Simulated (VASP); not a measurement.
# CdS (Hawleyite) (F-43m) in VASP: notebook, part 2 of 2

VASP 6.6.1. The steps go on from the part before.

### Step 3. Vibrations by perturbation theory, LDA

This run uses another cell than the first one, of 21.91 Å³/atom, 1.029 times its volume.

Contents of INCAR:

```
  PREC = Accurate
  ENCUT = 520
  EDIFF = 1E-8
  ISMEAR = 0
  SIGMA = 0.01
  LREAL = False
  LASPH = True
  NELM = 100
  ALGO = Normal
  ISIF = 2
  LWAVE = False
  LCHARG = False
  GGA = CA
  IBRION = 8
  NSW = 1
```

Contents of KPOINTS:

```
regular mesh
0
Gamma
  8 8 8
```

Contents of POSCAR:

```
CdS
1.0
    2.7982207688      2.7982207688      0.0000000000
   -2.7982207688      2.7982207688      0.0000000000
    0.0000000000      2.7982207688      2.7982207688
Cd S
1 1
Direct
    0.0000000000      0.0000000000      0.0000000000
    0.7500000000      0.2500000000      0.5000000000
```

Potentials or basis: VASP PAW LDA potentials, release 64 (Cd, S).

On the command line:

```console
> cat potpaw_LDA.64/Cd/POTCAR potpaw_LDA.64/S/POTCAR > POTCAR
> mpirun -np 1 vasp_std > vasp.out
```

OUTCAR:

```text
PREC = Accurate
   ENCUT = 520
   EDIFF = 1E-8
   ISMEAR = 0
   LREAL = False
   LASPH = True
   NELM = 100
   ISIF = 2
   GGA = CA
   IBRION = 8
   NSW = 1

 ion  position               nearest neighbor table
   1  0.000  0.000  0.000-   2 2.42   2 2.42   2 2.42   2 2.42
   2  0.750  0.250  0.500-   1 2.42   1 2.42   1 2.42   1 2.42

  LATTYP: Found a face centered cubic cell.
 ALAT       =     5.5964415376

  Lattice vectors:

 A1 = (   0.0000000000,   2.7982207688,   2.7982207688)
 A2 = (   2.7982207688,   0.0000000000,   2.7982207688)
 A3 = (   2.7982207688,   2.7982207688,   0.0000000000)

Analysis of symmetry for initial positions (statically):
=====================================================================
 Subroutine PRICEL returns:
 Original cell was already a primitive cell.

 Routine SETGRP: Setting up the symmetry group for a
 face centered cubic supercell.

 Subroutine GETGRP returns: Found 24 space group operations
 (whereof 24 operations were pure point group operations)
 out of a pool of 48 trial point group operations.

The static configuration has the point symmetry T_d .

Analysis of symmetry for dynamics (positions and initial velocities):
=====================================================================
 Subroutine PRICEL returns:
 Original cell was already a primitive cell.

 Routine SETGRP: Setting up the symmetry group for a
 face centered cubic supercell.

 Subroutine GETGRP returns: Found 24 space group operations
 (whereof 24 operations were pure point group operations)
 out of a pool of 48 trial point group operations.

The dynamic configuration has the point symmetry T_d .

 Subroutine INISYM returns: Found 24 space group operations
 (whereof 24 operations are pure point group operations),
 and found     1 'primitive' translations

----------------------------------------------------------------------------------------

                                     Primitive cell

  volume of cell :      43.8204

  direct lattice vectors                    reciprocal lattice vectors
     2.798220769  2.798220769  0.000000000     0.178684972  0.178684972 -0.178684972
    -2.798220769  2.798220769  0.000000000    -0.178684972  0.178684972 -0.178684972
     0.000000000  2.798220769  2.798220769     0.000000000  0.000000000  0.357369944

  length of vectors
     3.957281762  3.957281762  3.957281762     0.309491450  0.309491450  0.357369944

  position of ions in fractional coordinates (direct lattice)
     0.000000000  0.000000000  0.000000000
     0.750000000  0.250000000  0.500000000

  ion indices of the primitive-cell ions
   primitive index   ion index
                 1           1
                 2           2

----------------------------------------------------------------------------------------

 KPOINTS: regular mesh
[... 133 lines left out ...]
      6      -5.3654      2.00000
      7       2.3126      2.00000
      8       2.3126      2.00000
      9       2.3126      2.00000
     10       3.4646      0.00000
     11       8.6057      0.00000
     12       8.6057      0.00000
     13       8.6057      0.00000
[... 354 lines left out ...]
  band No.  band energies     occupation
      1     -10.2447      2.00000
      2      -5.8246      2.00000
      3      -5.7631      2.00000
      4      -5.4151      2.00000
      5      -5.3298      2.00000
      6      -4.6949      2.00000
      7      -2.6594      2.00000
      8      -0.1056      2.00000
      9       0.7434      2.00000
     10       6.8249      0.00000
     11       7.8340      0.00000
     12       9.5873      0.00000
     13      10.7288      0.00000

 [... further k-points ...]
[... 5 lines left out ...]
  --------------------------------------------------------------------------------------
  -------------------------------------------------------------------------------------
  Total        2.1283619      2.1283619      2.1283619     -0.0000000     -0.0000000     -0.0000000
  in kB       77.8180144     77.8180144     77.8180144     -0.0000000     -0.0000000     -0.0000000
  external PRESSURE =      77.8180144 kB  Pullay stress =       0.0000000 kB

 VOLUME and BASIS-vectors are now :
 -----------------------------------------------------------------------------
  energy-cutoff  :      520.00
  volume of cell :       43.82
      direct lattice vectors                 reciprocal lattice vectors
     2.798220769  2.798220769  0.000000000     0.178684972  0.178684972 -0.178684972
    -2.798220769  2.798220769  0.000000000    -0.178684972  0.178684972 -0.178684972
     0.000000000  2.798220769  2.798220769     0.000000000  0.000000000  0.357369944

 POSITION                                       TOTAL-FORCE (eV/Angst)
 -----------------------------------------------------------------------------------
      0.00000      0.00000      0.00000        -0.000000      0.000000     -0.000000
      1.39911      4.19733      1.39911         0.000000     -0.000000      0.000000
 -----------------------------------------------------------------------------------
    total drift:                               -0.000000     -0.000000      0.000000

  FREE ENERGIE OF THE ION-ELECTRON SYSTEM (eV)
  ---------------------------------------------------
  free  energy   TOTEN  =        -7.3119196024 eV

  energy  without entropy=       -7.3119196024  energy(sigma->0) =       -7.31191960

[... ionic steps 2 to 3 ...]

--------------------------------------- Ionic step        4  -------------------------------------------

------------------------ aborting loop because EDIFF is reached ----------------------------------------

[... ionic steps 5 to 6 ...]

--------------------------------------- Ionic step        7  -------------------------------------------

 Free energy of the ion-electron system (eV)
  ---------------------------------------------------
  ---------------------------------------------------
  free energy    TOTEN  =        -0.10586034 eV

  energy without entropy =       -0.10586034

------------------------ aborting loop because EDIFF is reached ----------------------------------------

 INTERNAL STRAIN TENSOR  FOR ION    2  DIRECTION 1   (eV/Angst):
 -----------------------------------------------------------------------------
     0.01640  0.00000 -0.00000
     0.00000 -0.01943 11.40777
    -0.00000 11.40777 -0.01943

 INTERNAL STRAIN TENSOR FOR ION    2 for displacements in x,y,z  (eV/Angst):
          X           Y           Z          XY          YZ          ZX
  --------------------------------------------------------------------------------
  x     0.00000    -0.00000    -0.00000     0.00000    11.40777    -0.00000
  y     0.00000     0.00000     0.00000    -0.00000     0.00000    11.40777
  z    -0.00000    -0.00000     0.00000    11.40777    -0.00000     0.00000

 SECOND DERIVATIVES (NOT SYMMETRIZED)
 ------------------------------------
               1X          1Y          1Z          2X          2Y          2Z
  1X    -7.578806   -0.000000    0.000000    7.578806    0.000000   -0.000000
  1Y     0.000000   -7.578806   -0.000000   -0.000000    7.578806    0.000000
  1Z     0.000000   -0.000000   -7.578806   -0.000000    0.000000    7.578806
  2X     7.604723   -0.000000    0.000000   -7.604723    0.000000   -0.000000
  2Y     0.000000    7.604723   -0.000000   -0.000000   -7.604723    0.000000
  2Z     0.000000   -0.000000    7.604723   -0.000000    0.000000   -7.604723

 Eigenvectors and eigenvalues of the dynamical matrix
 ----------------------------------------------------

   1 f  =    8.627814 THz    54.210156 2PiTHz  287.792908 cm-1    35.681757 meV
             X         Y         Z           dx          dy          dz
      0.000000  0.000000  0.000000     0.470486    0.000000   -0.000000
      1.399110  4.197331  1.399110    -0.882408   -0.000000    0.000000
[... 21 lines left out ...]
   6 f/i=    0.006114 THz     0.038416 2PiTHz    0.203942 cm-1     0.025286 meV
             X         Y         Z           dx          dy          dz
      0.000000  0.000000  0.000000    -0.882408   -0.000000   -0.000000
      1.399110  4.197331  1.399110    -0.470486    0.000000    0.000000

--------------------------------------------------------------------------------------------------------

 ELASTIC MODULI CONTR FROM IONIC RELAXATION (kBar)
 Direction    XX          YY          ZZ          XY          YZ          ZX
 --------------------------------------------------------------------------------
 XX          -0.0000      0.0000      0.0000      0.0000     -0.0000     -0.0000
 YY           0.0000     -0.0000     -0.0000      0.0000      0.0000     -0.0000
 ZZ           0.0000     -0.0000     -0.0000     -0.0000      0.0000     -0.0000
 XY           0.0000      0.0000     -0.0000   -631.4557     -0.0000     -0.0000
 YZ          -0.0000      0.0000      0.0000     -0.0000   -631.4557     -0.0000
 ZX          -0.0000     -0.0000     -0.0000     -0.0000     -0.0000   -631.4557
 --------------------------------------------------------------------------------
```

OSZICAR:

```text
N       E                     dE             d eps       ncg     rms          rms(c)
DAV:   1     0.110453438304E+03    0.11045E+03   -0.93233E+03   778   0.128E+03
DAV:   2    -0.323603004981E+01   -0.11369E+03   -0.10867E+03   879   0.304E+02
DAV:   3    -0.780355253217E+01   -0.45675E+01   -0.45574E+01   909   0.634E+01
DAV:   4    -0.783657130777E+01   -0.33019E-01   -0.33013E-01   859   0.539E+00
[... 40 lines left out ...]
RMM:   7    -0.105863126348E+00   -0.98412E-05   -0.38012E-08  3726   0.149E-03    0.709E-04
RMM:   8    -0.105861159560E+00    0.19668E-05   -0.11325E-08  4149   0.386E-04    0.240E-04
RMM:   9    -0.105860033011E+00    0.11265E-05    0.81694E-09  4036   0.163E-04    0.593E-05
RMM:  10    -0.105860333637E+00   -0.30063E-06    0.97504E-09  4049   0.441E-05    0.620E-06
RMM:  11    -0.105860335317E+00   -0.16798E-08    0.24232E-08  4144   0.111E-05    0.484E-06
 Linear response finished
```

Run time: 78 s. Hardware: 1 thread of Intel Xeon 6975P-C (Granite Rapids), shared host; peak memory 0.27 GiB.

Results:

| Item | Value |
| --- | --- |
| Highest phonon frequency at Γ, LO-TO splitting left out | 288 cm⁻¹ |

Phonon frequencies in cm⁻¹ (negative: imaginary):
```tsv
q point	frequencies
(0.000, 0.000, 0.000)	0 0 0 288 288 288
```

Caveat: the cell wasn't relaxed at this level first, which shifts response properties.

### Step 4. Vibrations by perturbation theory, LDA

This run uses another cell than the first one, of 22.64 Å³/atom, 1.063 times its volume.

Contents of INCAR:

```
PREC = Accurate
ENCUT = 520
EDIFF = 1E-8
ISMEAR = 0
SIGMA = 0.01
LREAL = False
LASPH = True
NELM = 60
ALGO = Normal
ISIF = 2
LWAVE = False
LCHARG = True
GGA = CA
NBANDS = 16
IBRION = 8
NSW = 1
```

KPOINTS is that of step 3.

Contents of POSCAR:

```
CdS
1.0
    2.8290697295      2.8290697295      0.0000000000
   -2.8290697295      2.8290697295      0.0000000000
    0.0000000000      2.8290697295      2.8290697295
Cd S
1 1
Direct
    0.0000000000      0.0000000000      0.0000000000
    0.7500000000      0.2500000000      0.5000000000
```

Potentials or basis: VASP PAW LDA potentials, release 64 (Cd, S).

On the command line:

```console
> cat potpaw_LDA.64/Cd/POTCAR potpaw_LDA.64/S/POTCAR > POTCAR
> mpirun -np 1 vasp_std > vasp.out
```

OUTCAR:

```text
PREC = Accurate
   ENCUT = 520
   EDIFF = 1E-8
   ISMEAR = 0
   LREAL = False
   LASPH = True
   NELM = 60
   ISIF = 2
   GGA = CA
   IBRION = 8
   NSW = 1

 ion  position               nearest neighbor table
   1  0.000  0.000  0.000-   2 2.45   2 2.45   2 2.45   2 2.45
   2  0.750  0.250  0.500-   1 2.45   1 2.45   1 2.45   1 2.45

  LATTYP: Found a face centered cubic cell.
 ALAT       =     5.6581394590

  Lattice vectors:

 A1 = (   0.0000000000,   2.8290697295,   2.8290697295)
 A2 = (   2.8290697295,   0.0000000000,   2.8290697295)
 A3 = (   2.8290697295,   2.8290697295,   0.0000000000)

Analysis of symmetry for initial positions (statically):
=====================================================================
 Subroutine PRICEL returns:
 Original cell was already a primitive cell.

 Routine SETGRP: Setting up the symmetry group for a
 face centered cubic supercell.
[... 685 lines left out ...]

 INTERNAL STRAIN TENSOR  FOR ION    2  DIRECTION 1   (eV/Angst):
 -----------------------------------------------------------------------------
     0.01734  0.00000 -0.00000
     0.00000 -0.01918  9.77645
    -0.00000  9.77645 -0.01918

 INTERNAL STRAIN TENSOR FOR ION    2 for displacements in x,y,z  (eV/Angst):
          X           Y           Z          XY          YZ          ZX
  --------------------------------------------------------------------------------
  x     0.00000    -0.00000    -0.00000     0.00000     9.77645    -0.00000
  y     0.00000     0.00000     0.00000    -0.00000     0.00000     9.77645
  z    -0.00000    -0.00000     0.00000     9.77645    -0.00000     0.00000

 SECOND DERIVATIVES (NOT SYMMETRIZED)
 ------------------------------------
               1X          1Y          1Z          2X          2Y          2Z
  1X    -6.783724    0.000000    0.000000    6.783724    0.000000    0.000000
  1Y     0.000000   -6.783724    0.000000    0.000000    6.783724    0.000000
  1Z     0.000000    0.000000   -6.783724    0.000000    0.000000    6.783724
  2X     6.807815    0.000000    0.000000   -6.807815    0.000000    0.000000
  2Y     0.000000    6.807815    0.000000    0.000000   -6.807815    0.000000
  2Z     0.000000    0.000000    6.807815    0.000000    0.000000   -6.807815

 Eigenvectors and eigenvalues of the dynamical matrix
 ----------------------------------------------------

   1 f  =    8.163129 THz    51.290452 2PiTHz  272.292673 cm-1    33.759974 meV
             X         Y         Z           dx          dy          dz
      0.000000  0.000000  0.000000    -0.470462    0.000000    0.000000
      1.414535  4.243605  1.414535     0.882420    0.000000    0.000000
[... 21 lines left out ...]
   6 f/i=    0.006007 THz     0.037741 2PiTHz    0.200363 cm-1     0.024842 meV
             X         Y         Z           dx          dy          dz
      0.000000  0.000000  0.000000    -0.000000   -0.882420    0.000000
      1.414535  4.243605  1.414535     0.000000   -0.470462    0.000000

--------------------------------------------------------------------------------------------------------

 ELASTIC MODULI CONTR FROM IONIC RELAXATION (kBar)
 Direction    XX          YY          ZZ          XY          YZ          ZX
 --------------------------------------------------------------------------------
 XX          -0.0000     -0.0000     -0.0000      0.0000     -0.0000     -0.0000
 YY          -0.0000     -0.0000     -0.0000      0.0000      0.0000     -0.0000
 ZZ          -0.0000     -0.0000     -0.0000     -0.0000      0.0000     -0.0000
 XY           0.0000      0.0000     -0.0000   -501.9646     -0.0000      0.0000
 YZ          -0.0000      0.0000      0.0000     -0.0000   -501.9646     -0.0000
 ZX          -0.0000     -0.0000     -0.0000      0.0000     -0.0000   -501.9646
 --------------------------------------------------------------------------------
```

OSZICAR:

```text
N       E                     dE             d eps       ncg     rms          rms(c)
DAV:   1     0.111257039160E+03    0.11126E+03   -0.90236E+03   952   0.104E+03
DAV:   2    -0.347108820159E+01   -0.11473E+03   -0.10815E+03  1104   0.258E+02
[... 41 lines left out ...]
RMM:   7    -0.105863227889E+00   -0.53840E-05    0.35099E-09  5151   0.962E-04    0.547E-04
RMM:   8    -0.105862205906E+00    0.10220E-05    0.61878E-09  5294   0.159E-04    0.264E-04
RMM:   9    -0.105861786046E+00    0.41986E-06    0.53691E-09  5242   0.835E-05    0.221E-05
RMM:  10    -0.105861938962E+00   -0.15292E-06   -0.33154E-09  5276   0.203E-05    0.108E-05
RMM:  11    -0.105861887461E+00    0.51501E-07    0.67203E-09  4970   0.813E-06    0.512E-06
RMM:  12    -0.105861891240E+00   -0.37792E-08   -0.17635E-08  3892   0.247E-06    0.207E-06
 Linear response finished
```

It took 92 s on 1 thread of Intel Xeon 6975P-C (Granite Rapids), shared host; peak memory 0.28 GiB.

What came out:

- Highest phonon frequency at Γ, LO-TO splitting left out: 272 cm⁻¹

Phonon frequencies in cm⁻¹ (negative: imaginary):
| q point | frequencies |
| --- | --- |
| (0.000, 0.000, 0.000) | 0 0 0 272 272 272 |

Caveat: the cell wasn't relaxed at this level first, which shifts response properties.
